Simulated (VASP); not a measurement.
# NaF (Cm) in VASP: notebook

Runs on NaF. Level: LDA. Tasks: single point.

Everything below comes from runs of VASP 6.6.1. Logs are shortened: lines on timing, memory, paths and dates and some standing lists are left out, and cuts for length are marked.

## 1. The cell of the first run

The structure is monoclinic, space group Cm (No. 8). Conventional cell: a = 5.691 Å, b = 3.286 Å, c = 3.286 Å, α = 90.00°, β = 125.26°, γ = 90.00°. Na (site symmetry m) has 6 F at 2.13 to 2.53 Å within 2.8 Å. F (site symmetry m) has 6 Na at 2.13 to 2.53 Å within 2.8 Å.

## 2. Single point, LDA (atom 2 (F) moved by (-0.200, -0.200) A along [1 1 0] and z)

Contents of INCAR:

```
ALGO = Normal ; EDIFF = 1E-7
ENCUT = 520 ; ISIF = 2
ISMEAR = 0 ; LASPH = T
LCHARG = T ; LELF = T
LREAL = F ; LVHAR = T
LWAVE = F ; NBANDS = 14
NELM = 60 ; PREC = Accurate
SIGMA = 0.05
```

Contents of KPOINTS:

```
k-points
0
Gamma
  4 4 4
```

Contents of POSCAR:

```
NaF
1.0
    0.0000000000      2.3233000000      2.3233000000
    2.3233000000      0.0000000000      2.3233000000
    2.3233000000      2.3233000000      0.0000000000
Na F
1 1
Direct
    0.0000000000      0.0000000000      0.0000000000
    0.4569577756      0.4569577756      0.4821713269
```

Potentials or basis: VASP PAW LDA potentials, release 64 (Na_pv, F).

Launch:

```sh
$ cat potpaw_LDA.64/Na_pv/POTCAR potpaw_LDA.64/F/POTCAR > POTCAR
$ mpirun -np 1 vasp_std > vasp.out
```

OUTCAR:

```text
EDIFF = 1E-7
   ENCUT = 520
   ISIF = 2
   ISMEAR = 0
   LASPH = T
   LREAL = F
   NELM = 60
   PREC = Accurate

 ion  position               nearest neighbor table
   1  0.000  0.000  0.000-   2 2.13   2 2.20   2 2.20
   2  0.457  0.457  0.482-   1 2.13   1 2.20   1 2.20

  LATTYP: Found a face centered cubic cell.
 ALAT       =     4.6466000000

  Lattice vectors:

 A1 = (   0.0000000000,   2.3233000000,   2.3233000000)
 A2 = (   2.3233000000,   0.0000000000,   2.3233000000)
 A3 = (   2.3233000000,   2.3233000000,   0.0000000000)

Analysis of symmetry for initial positions (statically):
=====================================================================
 Subroutine PRICEL returns:
 Original cell was already a primitive cell.

 Routine SETGRP: Setting up the symmetry group for a
 face centered cubic supercell.

 Subroutine GETGRP returns: Found  2 space group operations
 (whereof  2 operations were pure point group operations)
 out of a pool of 48 trial point group operations.

The static configuration has the point symmetry C_1h.

Analysis of symmetry for dynamics (positions and initial velocities):
=====================================================================
 Subroutine PRICEL returns:
 Original cell was already a primitive cell.

 Routine SETGRP: Setting up the symmetry group for a
 face centered cubic supercell.

 Subroutine GETGRP returns: Found  2 space group operations
 (whereof  2 operations were pure point group operations)
 out of a pool of 48 trial point group operations.

The dynamic configuration has the point symmetry C_1h.

 Subroutine INISYM returns: Found  2 space group operations
 (whereof  2 operations are pure point group operations),
 and found     1 'primitive' translations

----------------------------------------------------------------------------------------

                                     Primitive cell

  volume of cell :      25.0811

  direct lattice vectors                    reciprocal lattice vectors
     0.000000000  2.323300000  2.323300000    -0.215211122  0.215211122  0.215211122
     2.323300000  0.000000000  2.323300000     0.215211122 -0.215211122  0.215211122
     2.323300000  2.323300000  0.000000000     0.215211122  0.215211122 -0.215211122

  length of vectors
     3.285642369  3.285642369  3.285642369     0.372756598  0.372756598  0.372756598

[... 86 lines left out ...]
   ISYM   =      2    0-nonsym 1-usesym 2-fastsym
   POTIM  = 0.5000    time-step for ionic-motion
   TEBEG  =    0.0;   TEEND  =   0.0 temperature during run
   PSTRESS=    0.0 pullay stress
   NELECT =      14.0000    total number of electrons
   NUPDOWN=      -1.0000    fix difference up-down
   EMIN   =  10.00;   EMAX   =-10.00  energy-range for DOS
   EFERMI =   0.00;   METHOD = LEGACY
   ISMEAR =     0;   SIGMA  =   0.05  broadening in eV -4-tet -1-fermi 0-gaus
   EFERMI_NEDOS =   21; number of points for ismear=-14 and -15
   IALGO  =     38    algorithm
   IMIX   =      4    mixing-type and parameters
     AMIX     =   0.40;   BMIX     =  1.00
     AMIX_MAG =   1.60;   BMIX_MAG =  1.00
  volume/ion in A,a.u.               =      12.54        84.63
  Fermi-wavevector in a.u.,A,eV,Ry     =   1.347935  2.547227 24.720809  1.816928
  Thomas-Fermi vector in A             =   2.475645
   LORBIT       =      0    0 simple, 1 ext, 2 COOP (PROOUT), +10 PAW based schemes
   GGA     = CA    functional components
   LHFCALC =     F    Hartree Fock is set to
   AEXX    =    0.0000 exact exchange contribution
   IVDW    =     0    specifies the selected vdW correction
   LEPSILON=     F    determine dielectric tensor
   LRPA    =     F    only Hartree local field effects (RPA)
 non-spin polarized calculation
 Gauss-broadening in eV      SIGMA  =   0.05
  energy-cutoff  :      520.00
  volume of cell :       25.08
 maximum number of plane-waves:       692
   NGX = 13   NGY = 13   NGZ = 13

 number of electron      13.9999981 magnetization

 Free energy of the ion-electron system (eV)
  ---------------------------------------------------
  ext. energy  EPLUGINS =         0.00000000
  ---------------------------------------------------
  free energy    TOTEN  =        -9.22378746 eV

  energy without entropy =       -9.22378746  energy(sigma->0) =       -9.22378746

 E-fermi :  -2.1987     XC(G=0):  -9.8806

 val. band max:       -2.5582316177   @ k =   0.0000   0.0000   0.0000
 cond. band min:       3.3442840751   @ k =   0.0000   0.0000   0.0000
 fundamental gap:      5.9025156928
 Fermi energy:        -2.1987366949

 k-point     1 :       0.0000    0.0000    0.0000
  band No.  band energies     occupation
      1     -21.5488      2.00000
      2     -21.2791      2.00000
      3     -21.2786      2.00000
      4     -21.0441      2.00000
      5      -2.5887      2.00000
      6      -2.5856      2.00000
      7      -2.5582      2.00000
      8       3.3443      0.00000
      9      15.9727      0.00000
     10      16.0384      0.00000
     11      16.3045      0.00000
     12      18.6084      0.00000
     13      20.9744      0.00000
     14      20.9853      0.00000
[... 377 lines left out ...]
      1     -21.8091      2.00000
      2     -21.3858      2.00000
      3     -21.3689      2.00000
      4     -20.5411      2.00000
      5      -3.4592      2.00000
      6      -3.4494      2.00000
      7      -3.1368      2.00000
      8      10.1281      0.00000
      9      10.2041      0.00000
     10      11.8009      0.00000
     11      14.3633      0.00000
     12      20.3845      0.00000
     13      20.4780      0.00000
     14      24.0516      0.00000

------------------------ aborting loop because EDIFF is reached ----------------------------------------

  FORCE on cell =-STRESS in cart. coord.  units (eV):
  Direction    XX          YY          ZZ          XY          YZ          ZX
  --------------------------------------------------------------------------------------
  -------------------------------------------------------------------------------------
  Total       -0.4923715     -0.4923715     -0.1545070     -0.0580771     -0.0933039     -0.0933039
  in kB      -31.4526792    -31.4526792     -9.8698996     -3.7099635     -5.9602492     -5.9602494
  external PRESSURE =     -24.2584193 kB  Pullay stress =       0.0000000 kB

 VOLUME and BASIS-vectors are now :
 -----------------------------------------------------------------------------
  energy-cutoff  :      520.00
  volume of cell :       25.08
      direct lattice vectors                 reciprocal lattice vectors
     0.000000000  2.323300000  2.323300000    -0.215211122  0.215211122  0.215211122
     2.323300000  0.000000000  2.323300000     0.215211122 -0.215211122  0.215211122
     2.323300000  2.323300000  0.000000000     0.215211122  0.215211122 -0.215211122

 POSITION                                       TOTAL-FORCE (eV/Angst)
 -----------------------------------------------------------------------------------
      0.00000      0.00000      0.00000        -0.241608     -0.241608     -0.425061
      2.18188      2.18188      2.12330         0.241608      0.241608      0.425061
 -----------------------------------------------------------------------------------
    total drift:                                0.000353      0.000353     -0.000711

  FREE ENERGIE OF THE ION-ELECTRON SYSTEM (eV)
  ---------------------------------------------------
  free  energy   TOTEN  =        -9.2237874647 eV

  energy  without entropy=       -9.2237874647  energy(sigma->0) =       -9.22378746
```

OSZICAR:

```text
N       E                     dE             d eps       ncg     rms          rms(c)
DAV:   1     0.100339729829E+03    0.10034E+03   -0.77091E+03   678   0.118E+03
DAV:   2    -0.530370310742E+01   -0.10564E+03   -0.99027E+02   744   0.316E+02
DAV:   3    -0.100773398711E+02   -0.47736E+01   -0.47670E+01   828   0.647E+01
DAV:   4    -0.101124430412E+02   -0.35103E-01   -0.35102E-01   774   0.599E+00
DAV:   5    -0.101127775877E+02   -0.33455E-03   -0.33455E-03   816   0.585E-01    0.519E+00
DAV:   6    -0.927066789680E+01    0.84211E+00   -0.29692E+00   798   0.157E+01    0.183E+00
DAV:   7    -0.924016223683E+01    0.30506E-01   -0.40046E-02   702   0.206E+00    0.996E-01
DAV:   8    -0.922380695116E+01    0.16355E-01   -0.24913E-02   768   0.323E+00    0.154E-01
DAV:   9    -0.922378605057E+01    0.20901E-04   -0.20728E-03   870   0.397E-01    0.659E-02
DAV:  10    -0.922378987914E+01   -0.38286E-05   -0.15112E-04   756   0.159E-01    0.166E-02
DAV:  11    -0.922378772653E+01    0.21526E-05   -0.20312E-05   798   0.787E-02    0.462E-03
DAV:  12    -0.922378747464E+01    0.25189E-06   -0.84303E-07   792   0.103E-02    0.109E-03
DAV:  13    -0.922378746471E+01    0.99333E-08   -0.12266E-07   414   0.471E-03
   1 F= -.92237875E+01 E0= -.92237875E+01  d E =-.156202E-25
```

Wall time 3.8 s (1 thread of Intel Xeon 6975P-C, shared host); peak memory 0.12 GiB.

What came out:

```yaml
Free_energy: -9.2238 eV
Pressure: -2.4 GPa
Largest_force: 0.545 eV/Å
Band_gap_on_the_k_mesh: 5.90 eV, direct
```

Forces in eV/Å, atoms in the order of the input:
```
Na  -0.242 -0.242 -0.425
F    0.242  0.242  0.425
```

Levels at points of the mesh, in eV from the valence-band top:
| k point | band 5 | band 6 | band 7 | band 8 | band 9 | band 10 |
| --- | --- | --- | --- | --- | --- | --- |
| (0.00, 0.00, 0.00) | -0.03 | -0.03 | 0.00 | 5.90 | 18.53 | 18.60 |
| (0.50, 0.00, 0.00) | -1.63 | -0.26 | -0.22 | 10.33 | 11.94 | 19.25 |
| (0.00, 0.00, 0.50) | -1.63 | -0.25 | -0.21 | 10.32 | 11.93 | 19.24 |
| (0.50, 0.50, 0.50) | -1.63 | -0.28 | -0.28 | 10.40 | 12.04 | 19.56 |
| (0.50, 0.50, 0.00) | -1.29 | -0.42 | -0.42 | 12.35 | 12.92 | 13.24 |
| (0.00, 0.50, 0.50) | -1.30 | -0.43 | -0.41 | 12.48 | 12.96 | 13.12 |

Caveat: the k points lie up to 0.59 Å⁻¹ apart; the cell differs from its parent crystal (atom 2 (F) moved by (-0.200, -0.200) A along [1 1 0] and z).

## 3. Single point, LDA (atom 2 (F) moved by (-0.200, -0.100) A along [1 1 0] and z)

Contents of INCAR:

```
SYSTEM = NaF
ALGO = Normal ; EDIFF = 1E-6
ENCUT = 520 ; GGA = CA
ISIF = 2 ; ISMEAR = 0
LASPH = .TRUE. ; LCHARG = .FALSE.
LREAL = .FALSE. ; LWAVE = .FALSE.
NBANDS = 14 ; NELM = 60
PREC = Accurate ; SIGMA = 0.05
```

Contents of KPOINTS:

```
k-points
0
G
  4 4 4
  0 0 0
```

Edit POSCAR of step 2 so:

```diff
@@ -9,2 +9,2 @@
     0.0000000000      0.0000000000      0.0000000000
-    0.4569577756      0.4569577756      0.4821713269
+    0.4784788878      0.4784788878      0.4606502147
```

Potentials or basis: VASP PAW LDA potentials, release 64 (Na_pv, F).

Launch:

```sh
$ cat potpaw_LDA.64/Na_pv/POTCAR potpaw_LDA.64/F/POTCAR > POTCAR
$ mpirun -np 1 vasp_std > vasp.out
```

Wall time 3 s (1 thread of Intel Xeon 6975P-C, shared host); peak memory 0.12 GiB.

The run converged. Its results:

| Item | Value |
| --- | --- |
| Free energy | -9.2526 eV |
| Pressure | -3.3 GPa |
| Largest force | 0.421 eV/Å |
| Band gap on the k mesh | 5.91 eV, direct |

Forces in eV/Å, atoms in the order of the input:
```
Na  -0.272 -0.272 -0.171
F    0.272  0.272  0.171
```

Stress tensor (GPa, compression positive):
```
-2.96 -0.41 -0.27
-0.41 -2.96 -0.27
-0.27 -0.27 -4.00
```

Levels at points of the mesh, in eV from the valence-band top:
```tsv
k point	band 5	band 6	band 7	band 8	band 9	band 10
(0.00, 0.00, 0.00)	-0.02	-0.02	0.00	5.91	18.51	18.55
(0.50, 0.00, 0.00)	-1.63	-0.26	-0.23	10.33	11.97	19.35
(0.00, 0.00, 0.50)	-1.63	-0.26	-0.24	10.33	11.98	19.36
(0.50, 0.50, 0.50)	-1.63	-0.28	-0.27	10.38	12.03	19.56
(0.50, 0.50, 0.00)	-1.31	-0.42	-0.42	12.58	12.92	13.11
(0.00, 0.50, 0.50)	-1.30	-0.42	-0.41	12.49	12.90	13.19
```

Caveat: the k points lie up to 0.59 Å⁻¹ apart; the cell differs from its parent crystal (atom 2 (F) moved by (-0.200, -0.100) A along [1 1 0] and z).

## 4. Single point, LDA (atom 2 (F) moved by (-0.100, -0.100) A along [1 1 0] and z)

Contents of INCAR:

```
SYSTEM = NaF
PREC = Accurate ; ENCUT = 520
EDIFF = 1E-7 ; ISMEAR = 0
SIGMA = 0.05 ; LREAL = .False.
LASPH = .True. ; NELM = 80
ALGO = Normal ; ISIF = 2
LWAVE = .False. ; LCHARG = .True.
LELF = .True. ; LVHAR = .True.
NBANDS = 14
```

Contents of KPOINTS:

```
Automatic mesh
0
Gamma
  4 4 4
  0 0 0
```

Edit POSCAR of step 3 so:

```diff
@@ -9,2 +9,2 @@
     0.0000000000      0.0000000000      0.0000000000
-    0.4784788878      0.4784788878      0.4606502147
+    0.4784788878      0.4784788878      0.4910856634
```

Launch:

```sh
$ cat potpaw_LDA.64/Na_pv/POTCAR potpaw_LDA.64/F/POTCAR > POTCAR
$ mpirun -np 1 vasp_std > vasp.out
```

It took 3.7 s on 1 thread of Intel Xeon 6975P-C, shared host; peak memory 0.12 GiB.

It converged, with:

```yaml
Free_energy: -9.2807 eV
Pressure: -4.1 GPa
Largest_force: 0.265 eV/Å
Band_gap_on_the_k_mesh: 5.91 eV, direct
```

Forces in eV/Å, atoms in the order of the input:
```
Na  -0.129 -0.129 -0.192
F    0.129  0.129  0.192
```

Stress tensor (GPa, compression positive):
```
-4.31 -0.09 -0.14
-0.09 -4.31 -0.14
-0.14 -0.14 -3.78
```

Levels at points of the mesh, in eV from the valence-band top:
```tsv
k point	band 4	band 5	band 6	band 7	band 8	band 9	band 10	band 11
(0.00, 0.00, 0.00)	-18.63	-0.01	-0.01	0.00	5.91	18.49	18.51	18.58
(0.50, 0.00, 0.00)	-17.82	-1.64	-0.26	-0.25	10.33	12.01	19.48	19.57
(0.00, 0.00, 0.50)	-17.81	-1.64	-0.26	-0.25	10.33	12.00	19.48	19.55
(0.50, 0.50, 0.50)	-17.84	-1.64	-0.27	-0.27	10.35	12.03	19.57	19.59
(0.50, 0.50, 0.00)	-18.38	-1.31	-0.42	-0.42	12.58	12.84	13.20	19.21
(0.00, 0.50, 0.50)	-18.39	-1.31	-0.42	-0.42	12.63	12.85	13.15	19.20
```

Caveat: the k points lie up to 0.59 Å⁻¹ apart; the cell differs from its parent crystal (atom 2 (F) moved by (-0.100, -0.100) A along [1 1 0] and z).
